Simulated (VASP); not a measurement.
Set up this calculation in VASP 6.6.1, as the native input.

```yaml
Task: single point
Functional: PBE
Potentials_or_basis: VASP PAW PBE potentials, release 64 (C)
Cutoff: 520 eV
k_mesh: 6 × 6 × 4
Occupations: gaussian, width 0.1 eV
Spin: no spin polarisation
Dipole_correction: no
Further_INCAR_settings: ALGO = Normal; EDIFF = 1e-06; NBANDS = 36
```

The structure of C lies in POSCAR:

```
C
1.0
    4.1914123200      0.0000000000      0.0000000000
   -2.0957061600      3.6298695500      0.0000000000
    0.0000000000      0.0000000000      3.7967124000
C
12
Direct
    0.3667297700      0.2968874200      0.6494079900
    0.7031125800      0.0698423500      0.3160746600
    0.9301576500      0.6332702300      0.9827413300
    0.6332702300      0.7031125800      0.1494079900
    0.2968874200      0.9301576500      0.8160746600
    0.0698423500      0.3667297700      0.4827413300
    0.0698423500      0.7031125800      0.3505920100
    0.2968874200      0.3667297700      0.0172586700
    0.6332702300      0.9301576500      0.6839253400
    0.9301576500      0.2968874200      0.8505920100
    0.7031125800      0.6332702300      0.5172586700
    0.3667297700      0.0698423500      0.1839253400
```

These files were run (other wordings do the same):

INCAR

```
SYSTEM = C
ALGO     = Normal         ! electronic algorithm
EDIFF    = 1E-6           ! SCF threshold, eV
ENCUT    = 520            ! plane-wave cutoff, eV
GGA      = PE             ! functional
ISIF     = 2              ! what is computed and relaxed
ISMEAR   = 0              ! smearing method
LASPH    = .True.         ! aspherical terms in the spheres
LCHARG   = .False.        ! write CHGCAR
LREAL    = .False.        ! projectors in reciprocal space
LWAVE    = .False.        ! write WAVECAR
NBANDS   = 36             ! bands
NELM     = 80             ! most SCF steps
PREC     = Accurate       ! precision mode
SIGMA    = 0.1            ! smearing width, eV
```

KPOINTS

```
k-points
0
Gamma
  6 6 4
  0 0 0
```

Potentials or basis: VASP PAW PBE potentials, release 64 (C).

The run is started by

```sh
$ cat potpaw_PBE.64/C/POTCAR > POTCAR
$ mpirun -np 1 vasp_std > vasp.out
```

It gave:

- Pressure: 98.5 GPa
- Largest force: 1.269 eV/Å
- Band gap on the k mesh: 1.78 eV, indirect (least direct gap 2.35 eV)

Caveat: forces of over 1 eV/Å act on the atoms, so gaps and moduli don't describe the material at rest.

It took 25 s on 1 thread of AMD EPYC 9R45 96-Core Processor (Zen 5), on a shared host, peak memory 0.14 GiB.
